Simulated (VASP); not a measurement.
# Ni7Ge4 (P-6m2) in VASP: further runs, part 2 of 2

VASP 6.6.1. Earlier steps stand in the parts before.

## 3. Single point, PBEsol

This run uses another cell than the first one, of 12.01 Å³/atom.

INCAR

```
SYSTEM = Ni7Ge4
PREC = Accurate ; ENCUT = 600
EDIFF = 1E-6 ; ISMEAR = 0
SIGMA = 0.1 ; LREAL = .FALSE.
LASPH = .TRUE. ; NELM = 120
ALGO = Normal ; ISIF = 2
LWAVE = .FALSE. ; LCHARG = .FALSE.
GGA = PS ; NBANDS = 74
GGA_COMPAT = .FALSE.
```

KPOINTS

```
regular mesh
0
G
  12 12 4
  0 0 0
```

POSCAR

```
Ni7Ge4
1.0
    3.9299453747      0.0000000000      0.0000000000
   -1.9649726874      3.4034325300      0.0000000000
    0.0000000000      0.0000000000      9.8773464617
Ni Ge
7 4
Direct
    0.0000000000      0.0000000000      0.3734551902
    0.0000000000      0.0000000000      0.8785156058
    0.0000000000      0.0000000000      0.1214843942
    0.0000000000      0.0000000000      0.6265448098
    0.6666666667      0.3333333333      0.5000000000
    0.3333333333      0.6666666667      0.2454604963
    0.3333333333      0.6666666667      0.7545395037
    0.6666666667      0.3333333333      0.2416436292
    0.6666666667      0.3333333333      0.7583563708
    0.3333333333      0.6666666667      0.0000000000
    0.3333333333      0.6666666667      0.5000000000
```

Potentials or basis: VASP PAW PBE potentials, release 64 (Ni, Ge_d).

Started as:

```console
> cat potpaw_PBE.64/Ni/POTCAR potpaw_PBE.64/Ge_d/POTCAR > POTCAR
> mpirun -np 1 vasp_std > vasp.out
```

OUTCAR:

```text
SYSTEM = Ni7Ge4
   PREC = Accurate
   ENCUT = 600
   EDIFF = 1E-6
   ISMEAR = 0
   LREAL = .FALSE.
   LASPH = .TRUE.
   NELM = 120
   ISIF = 2
   GGA = PS

 ion  position               nearest neighbor table
   1  0.000  0.000  0.373-   3 2.49   4 2.50   5 2.59  11 2.59   5 2.59  11 2.59   5 2.59  11 2.59
                             6 2.60   6 2.60   6 2.60   8 2.62   8 2.62   8 2.62
   2  0.000  0.000  0.879-   3 2.40   4 2.49   9 2.56   9 2.56   9 2.56  10 2.57  10 2.57  10 2.57
                             7 2.58   7 2.58   7 2.58
   3  0.000  0.000  0.121-   2 2.40   1 2.49   8 2.56   8 2.56   8 2.56  10 2.57  10 2.57  10 2.57
[... 2089 lines left out ...]
 -----------------------------------------------------------------------------
  energy-cutoff  :      600.00
  volume of cell :      132.11
      direct lattice vectors                 reciprocal lattice vectors
     3.929945375  0.000000000  0.000000000     0.254456463  0.146910507  0.000000000
    -1.964972687  3.403432530  0.000000000     0.000000000  0.293821015  0.000000000
     0.000000000  0.000000000  9.877346462     0.000000000  0.000000000  0.101241766

 POSITION                                       TOTAL-FORCE (eV/Angst)
 -----------------------------------------------------------------------------------
      0.00000      0.00000      3.68875        -0.000000      0.000000      0.000202
      0.00000      0.00000      8.67740        -0.000000      0.000000      0.007023
      0.00000      0.00000      1.19994        -0.000000      0.000000     -0.007023
      0.00000      0.00000      6.18860        -0.000000      0.000000     -0.000202
      1.96497      1.13448      4.93867         0.000000      0.000000     -0.000000
     -0.00000      2.26896      2.42450        -0.000000      0.000000      0.002666
     -0.00000      2.26896      7.45285        -0.000000      0.000000     -0.002666
      1.96497      1.13448      2.38680         0.000000     -0.000000     -0.001297
      1.96497      1.13448      7.49055         0.000000     -0.000000      0.001297
     -0.00000      2.26896      0.00000         0.000000      0.000000     -0.000000
     -0.00000      2.26896      4.93867        -0.000000     -0.000000     -0.000000
 -----------------------------------------------------------------------------------
    total drift:                               -0.000001      0.000001      0.000000

  FREE ENERGIE OF THE ION-ELECTRON SYSTEM (eV)
  ---------------------------------------------------
  free  energy   TOTEN  =       -66.3424281874 eV

  energy  without entropy=      -66.3076339527  energy(sigma->0) =      -66.32503107
```

OSZICAR:

```text
N       E                     dE             d eps       ncg     rms          rms(c)
DAV:   1     0.156822289136E+04    0.15682E+04   -0.55415E+04  9624   0.467E+03
DAV:   2     0.285063645604E+03   -0.12832E+04   -0.12334E+04  8436   0.117E+03
DAV:   3    -0.428889449038E+02   -0.32795E+03   -0.31353E+03  8436   0.331E+02
DAV:   4    -0.733861245367E+02   -0.30497E+02   -0.29875E+02  9168   0.115E+02
[... 10 lines left out ...]
DAV:  15    -0.663424399682E+02    0.38010E-03   -0.35459E-03  9376   0.753E-01    0.122E-01
DAV:  16    -0.663424347297E+02    0.52385E-05   -0.62958E-04  9248   0.241E-01    0.729E-02
DAV:  17    -0.663424296338E+02    0.50958E-05   -0.11459E-04 10786   0.128E-01    0.284E-02
DAV:  18    -0.663424285759E+02    0.10579E-05   -0.32062E-05 10792   0.648E-02    0.129E-02
DAV:  19    -0.663424281874E+02    0.38849E-06   -0.87961E-06  8614   0.386E-02
   1 F= -.66342428E+02 E0= -.66325031E+02  d E =-.347942E-01
```

Run time: 13 min. Hardware: 1 thread of Intel Xeon Platinum 8259CL at 2.50GHz (Skylake/Cascade Lake), shared host; peak memory 0.61 GiB.

What came out:

```
Free energy            : -66.3424 eV
Pressure               : 0.2 GPa
Largest force          : 0.007 eV/Å
Band gap on the k mesh : zero (bands 63 and 64 overlap by 3.05 eV)
```

Forces in eV/Å, atoms in the order of the input:
```
Ni   0.000  0.000  0.000
Ni   0.000  0.000  0.007
Ni   0.000  0.000 -0.007
Ni   0.000  0.000  0.000
Ni   0.000  0.000  0.000
Ni   0.000  0.000  0.003
Ni   0.000  0.000 -0.003
Ge   0.000  0.000 -0.001
Ge   0.000  0.000  0.001
Ge   0.000  0.000  0.000
Ge   0.000  0.000  0.000
```

Caveat: the PAW data sets were made with another functional, which shifts forces and pressure a little.
